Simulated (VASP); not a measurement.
Runs of VASP 6.6.1 on Mn. The structure is that of space group P6_3/mmc (No. 194), or close to it. The cells are those of the table. 

```csv
task,potentials or basis,cell,k mesh,cutoff (eV),second run,gap on the mesh (eV),pressure (GPa)
relaxation of cell and atoms,"VASP PAW PBE potentials, release 64 (Mn_pv)","relaxed from a = 2.668, b = 2.668, c = 4.223 Å, angles 90.0, 90.0, 120.0°, 2 atoms",12 × 12 × 6,600,-,none,0.0
single point,"VASP PAW PBE potentials, release 64 (Mn_pv)","a = 2.479, b = 2.479, c = 4.025 Å, angles 90.0, 90.0, 120.0°, 2 atoms",12 × 12 × 6,520,-,none,(a)
single point,"VASP PAW PBE potentials, release 64 (Mn_sv)","a = 2.479, b = 2.479, c = 4.025 Å, angles 90.0, 90.0, 120.0°, 2 atoms",12 × 12 × 6,600,valence_matched,none,-3.6
single point,"VASP PAW PBE potentials, release 64 (Mn_pv)","a = 2.481, b = 2.481, c = 4.016 Å, angles 90.0, 90.0, 120.0°, 2 atoms",18 × 18 × 10,520,-,none,-0.1
```

Alike in all rows: level PBE; no spin polarisation; smearing gaussian 0.1 eV.

Estimate the missing entries.

(a) -0.2.

Caveats: the run has no spin polarisation, though such a crystal can be magnetic.

A gap of «none» marks levels without a gap at the run's occupations.

The runs don't all hold the same shells in valence.
